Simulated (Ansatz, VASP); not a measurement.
BaBi6O10: VASP beside Ansatz

```
Bi O Ba
1.0
     6.89885    0.36631   -0.30316
     0.36631    6.54328    0.06456
    -0.30316    0.06456    6.70222
Bi O Ba
6 10 1
Direct
  0.41388 0.90741 0.00937
  0.54998 0.00476 0.52095
  0.55577 0.41095 0.93413
  0.96556 0.14473 0.20525
  0.38307 0.55336 0.42624
  0.88303 0.60901 0.34402
  0.84431 0.45096 0.95581
  0.36437 0.31656 0.11081
  0.31655 0.00375 0.30958
  0.14294 0.42887 0.44335
  0.12034 0.89773 0.47596
  0.52693 0.74196 0.75038
  0.06135 0.77733 0.13969
  0.44478 0.14653 0.77292
  0.81524 0.60223 0.65319
  0.70286 0.08241 0.06065
  0.00295 0.13648 0.72087
```

Alike in both runs: task single point; functional PBE; k mesh 3 × 3 × 3; occupations fermi-dirac, width 0.293 eV; no spin polarisation.

```csv
,VASP,Ansatz
version,VASP 6.6.1,Ansatz 0.2.0
potentials or method,"VASP PAW PBE potentials, release 64 (Bi_d, O, Ba_sv), cutoff 520 eV","scalar-relativistic, plane waves, PAW"
valence electrons in the cell,160,160
```

VASP gave:

| Property | Result |
| --- | --- |
| gap on the k mesh at the Fermi level (eV) | none |
| rms of the force components (eV/Å) | 1.139 |

Q: Estimate Ansatz's values.

A: gap on the k mesh at the Fermi level (eV): none; rms of the force components (eV/Å): 1.129.

Atom by atom the forces differ by 0.074 eV/Å (rms over components). A gap of «none» marks a metal or a gap that the smearing closes. With one functional, cell and mesh, what is left measures potentials, basis and numerics.

Neither program's run includes spin-orbit coupling.
